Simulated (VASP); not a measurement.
Crystal: Mo.

```xyz
1
Lattice="2.7252 0.0000 0.0000 -0.9084 2.5694 0.0000 -0.9084 -1.2847 2.2251" Properties=species:S:1:pos:R:3 pbc="T T T"
Mo    0.0000    0.0000    0.0000
```

| Quantity | Value |
| --- | --- |
| Program | VASP 6.6.1 |
| Task | relaxation of cell and atoms |
| Functional | PBEsol |
| Potentials or basis | VASP PAW PBE potentials, release 64 (Mo_sv) |
| Cutoff | 600 eV |
| k mesh | 11 × 11 × 11 |
| Occupations | fermi-dirac, width 0.02 eV |
| Spin | no spin polarisation |

At the start: pressure -3.8 GPa; volume 15.58 Å³/atom.

Q: Where does the relaxation end?

A: Over 3 steps the energy falls by 2.7 meV/atom and the volume is 15.36 Å³/atom (-1.4 %); space group Im-3m (No. 229, to 0.05 Å).

Step by step:
```tsv
step	energy change (eV)	largest force (eV/Å)	pressure (GPa)	volume (Å³)
1	0.0000	0.0000	-3.82	15.58
2	0.0182	0.0000	11.61	14.76
3	-0.0027	0.0000	-0.13	15.36
```

Final structure:
```
Mo
1.0
     2.71220    0.00000    0.00000
    -0.90407    2.55709    0.00000
    -0.90407   -1.27854    2.21450
Mo
1
Cartesian
  0.0000 0.0000 0.0000
```

Caveat: the PAW data sets were made with another functional, which shifts forces and pressure a little.
